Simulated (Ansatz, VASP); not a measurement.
## TiO2: VASP beside Ansatz

```xyz
6
Lattice="4.5998 0.0000 0.0000 0.0000 4.5998 0.0000 0.0000 0.0000 2.9592" Properties=species:S:1:pos:R:3 pbc="T T T"
Ti    2.2999    2.2999    0.1000
Ti    0.0000    0.0000    1.4796
O     3.2000    3.2000    1.4796
O     3.6997    0.9001    0.0000
O     0.9001    3.6997    0.0000
O     1.3998    1.3998    1.4796
```

Alike in both runs: task single point; functional LDA; k mesh 6 × 6 × 9; occupations fermi-dirac, width 0.02 eV; no spin polarisation.

```csv
,VASP,Ansatz
version,VASP 6.6.1,Ansatz 0.2.0
potentials or method,"VASP PAW LDA potentials, release 64 (Ti_sv, O), cutoff 520 eV","all-electron LAPW, scalar-relativistic"
```

|  | VASP | Ansatz | Ansatz less VASP |
| --- | --- | --- | --- |
| gap on the k mesh at the Fermi level (eV) | 1.83 | 1.85 | +0.022 |
| least direct gap on the mesh (eV) | 1.86 | 1.88 | +0.022 |
| pressure (GPa) | -7.2 | -8.1 | -0.93 |
| traceless stress, the component that is largest in VASP (GPa) | -1.48 | -1.74 | -0.258 |
| rms of the force components (eV/Å) | 0.054 | 0.051 | -0.0025 |

LDA's correlation is that of Perdew and Zunger in VASP and of Perdew and Wang (1992) in Ansatz. Atom by atom the forces differ by 0.025 eV/Å (rms over components). Ansatz ran all-electron here, and VASP with PAW potentials.
